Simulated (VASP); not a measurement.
Here is a VASP 6.6.1 calculation.

File INCAR:

```
  PREC = Accurate
  ENCUT = 520
  EDIFF = 1E-6
  ISMEAR = -1
  SIGMA = 0.1
  LREAL = False
  LASPH = True
  NELM = 80
  ALGO = Normal
  ISIF = 2
  LWAVE = False
  LCHARG = False
  NBANDS = 16
```

KPOINTS

```
regular mesh
0
Gamma
  12 12 12
```

The input POSCAR:

```
PW
1.0
    0.0000000000      2.1478663577      2.1478663577
    2.1478663577      0.0000000000      2.1478663577
    2.1478663577      2.1478663577      0.0000000000
W P
1 1
Direct
    0.0000000000      0.0000000000      0.0000000000
    0.2500000000      0.2500000000      0.2500000000
```

Potentials or basis: VASP PAW LDA potentials, release 64 (W_sv, P).

The run is started by

```sh
$ cat potpaw_LDA.64/W_sv/POTCAR potpaw_LDA.64/P/POTCAR > POTCAR
$ mpirun -np 1 vasp_std > vasp.out
```

(1) What does it give for the pressure?

Answers

(1) 364.6 GPa.
